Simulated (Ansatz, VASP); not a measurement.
Given: the input of a run of Ansatz 0.2.0 on HgTe.

The input input.yaml:

```yaml
crystal:
  lattice:
    - [0.0, 3.2145, 3.2145]
    - [3.2145, 0.0, 3.2145]
    - [3.2145, 3.2145, 0.0]
  atoms:
    - { symbol: Hg, position: [0.0, 0.0, 0.0] }
    - { symbol: Te, position: [0.75, 0.75, 0.75] }
hamiltonian:
  xc: pbe
  pseudopotentials: { kind: paw }
kpoints:
  mp_grid: { grid: [7, 7, 7] }
scf:
  occupations: { method: fermi_dirac, width: 0.05 }
output:
  forces: true
  stress: true
relax:
  f_tol: 0.01
  max_steps: 40
  cell: { stress_tol: 0.05 }
```

Potentials or basis: Ansatz PAW.

The run is started by

```sh
$ ansatz run input.yaml --threads 2 --pin off --max-ram 5632MiB --backend cpu --events-out ev --progress --plain --runs-dir out
```

Question: Translate it to VASP 6.6.1. Potentials there: VASP PAW PBE potentials, release 64 (Hg_sv_GW, Te_GW).

Answer: As run (the cutoff follows the program's own potentials):

INCAR

```
ALGO = Normal
EDIFF = 1E-6
EDIFFG = -0.02
ENCUT = 630
GGA = PE
IBRION = 2
ISIF = 3
ISMEAR = -1
LASPH = True
LCHARG = False
LREAL = False
LWAVE = False
NELM = 100
NSW = 60
PREC = Accurate
SIGMA = 0.05
```

File KPOINTS:

```
k-points
0
Gamma
  7 7 7
```

The input POSCAR:

```
HgTe
1.0
    0.0000000000      3.2145000000      3.2145000000
    3.2145000000      0.0000000000      3.2145000000
    3.2145000000      3.2145000000      0.0000000000
Hg Te
1 1
Direct
    0.0000000000      0.0000000000      0.0000000000
    0.7500000000      0.7500000000      0.7500000000
```

Potentials or basis: VASP PAW PBE potentials, release 64 (Hg_sv_GW, Te_GW).

Run with:

```sh
$ cat potpaw_PBE.64/Hg_sv_GW/POTCAR potpaw_PBE.64/Te_GW/POTCAR > POTCAR
$ mpirun -np 1 vasp_std > vasp.out
```

Both were run:

|  | VASP | Ansatz | Ansatz less VASP |
| --- | --- | --- | --- |
| relaxed volume (Å³/atom) | 36.69 | 36.79 | +0.101 |
| relaxed cell length with the largest relative difference (Å) | 4.699 | 4.703 | +0.0043 |

VASP's potentials hold 26 valence electrons a cell and Ansatz's 36, so a difference there can come from the potentials and not from the codes.

Spin-orbit coupling is off throughout. Noted on Ansatz's run: the plane-wave basis is chosen anew once the cell has moved, so the energies of steps on either side of that aren't comparable.
